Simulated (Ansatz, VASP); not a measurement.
Al2Ru: VASP beside Ansatz

File INCAR:

```
SYSTEM = Al2Ru
ALGO     = Normal         ! electronic algorithm
EDIFF    = 1E-6           ! SCF threshold, eV
ENCUT    = 600            ! plane-wave cutoff, eV
GGA      = PS             ! functional
GGA_COMPAT= .False.      
ISIF     = 2              ! what is computed and relaxed
ISMEAR   = 0              ! smearing method
LASPH    = .True.         ! aspherical terms in the spheres
LCHARG   = .False.        ! write CHGCAR
LREAL    = .False.        ! projectors in reciprocal space
LWAVE    = .False.        ! write WAVECAR
NBANDS   = 18             ! bands
NELM     = 120            ! most SCF steps
PREC     = Accurate       ! precision mode
SIGMA    = 0.1            ! smearing width, eV
```

File KPOINTS:

```
k-points
0
Gamma
  1 1 1
  0 0 0
```

The input POSCAR:

```
Al2Ru
1.0
   -1.5604216200      1.5604216200      4.2218055900
    1.5604216200     -1.5604216200      4.2218055900
    1.5604216200      1.5604216200     -4.2218055900
Al Ru
2 1
Direct
    0.6592021900      0.6592021900      0.0000000000
    0.3407978100      0.3407978100      0.0000000000
    0.0000000000      0.0000000000      0.0000000000
```

Input for Ansatz:

```yaml
crystal:
  lattice:
    - [-1.56042162, 1.56042162, 4.22180559]
    - [1.56042162, -1.56042162, 4.22180559]
    - [1.56042162, 1.56042162, -4.22180559]
  atoms:
    - { symbol: Al, position: [0.65920219, 0.65920219, 0.0] }
    - { symbol: Al, position: [0.34079781, 0.34079781, 0.0] }
    - { symbol: Ru, position: [0.0, 0.0, 0.0] }
basis:
  ecutwfc: 420
kpoints:
  mp_grid: { grid: [1, 1, 1] }
hamiltonian:
  xc: pbesol
scf:
  occupations: { method: gaussian, width: 0.1 }
output:
  forces: true
  stress: true
  eigenvalues: true
```

Alike in both runs: task single point; functional PBEsol; k mesh 1 × 1 × 1; occupations gaussian, width 0.1 eV; no spin polarisation.

|  | VASP | Ansatz |
| --- | --- | --- |
| version | VASP 6.6.1 | Ansatz 0.2.0 |
| potentials or method | VASP PAW PBE potentials, release 64 (Al, Ru_sv), cutoff 600 eV | scalar-relativistic, plane waves, PAW |
| valence electrons in the cell | 22 | 22 |

VASP gave:

- gap on the k mesh at the Fermi level (eV): 1.41
- least direct gap on the mesh (eV): 1.41
- pressure (GPa): 7.6
- traceless stress, the component that is largest in VASP (GPa): 31.64
- rms of the force components (eV/Å): 1.438

Question: What did Ansatz give for the same quantities?

Answer: gap on the k mesh at the Fermi level (eV): 1.46; least direct gap on the mesh (eV): 1.46; pressure (GPa): 7.7; traceless stress, the component that is largest in VASP (GPa): 31.80; rms of the force components (eV/Å): 1.443.

VASP's potentials were made for PBE, not for PBEsol. Atom by atom the forces differ by 0.004 eV/Å (rms over components).

The k mesh is coarse, so the values compare programs but aren't converged.
